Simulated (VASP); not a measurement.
Write the native input for VASP 6.6.1 that does the following.

```yaml
Task: single point
Functional: PBEsol
Potentials_or_basis: VASP PAW PBE potentials, release 64 (Pb_d)
Cutoff: 520 eV
k_mesh: 22 × 22 × 22
Occupations: gaussian, width 0.1 eV
Spin: no spin polarisation
Dipole_correction: no
Further_INCAR_settings: ALGO = Normal; EDIFF = 1e-06; NBANDS = 13
```

The structure of Pb lies in POSCAR:

```
Pb
1.0
    0.0000000000      2.4674785448      2.4674785448
    2.4674785448      0.0000000000      2.4674785448
    2.4674785448      2.4674785448      0.0000000000
Pb
1
Direct
    0.0000000000      0.0000000000      0.0000000000
```

The input as run:

INCAR

```
SYSTEM = Pb
PREC = Accurate
ENCUT = 520
EDIFF = 1E-6
ISMEAR = 0
SIGMA = 0.1
LREAL = .FALSE.
LASPH = .TRUE.
NELM = 60
ALGO = Normal
ISIF = 2
LWAVE = .FALSE.
LCHARG = .FALSE.
GGA = PS
NBANDS = 13
```

KPOINTS

```
regular mesh
0
G
  22 22 22
  0 0 0
```

Potentials or basis: VASP PAW PBE potentials, release 64 (Pb_d).

Launch:

```bash
$ cat potpaw_PBE.64/Pb_d/POTCAR > POTCAR
$ mpirun -np 1 vasp_std > vasp.out
```

Results of the run:

The pressure is -0.1 GPa and the band gap on the k mesh is zero (band 7 reaches 14.69 eV, above the bottom of band 8 at 5.51 eV).

Caveat: the PAW data sets were made with another functional, which shifts forces and pressure a little; spin-orbit coupling is left out, which moves the levels of the heavy elements.

It took 79 s on 1 thread of Intel Xeon 6975P-C, with other jobs on the host, peak memory 0.25 GiB.
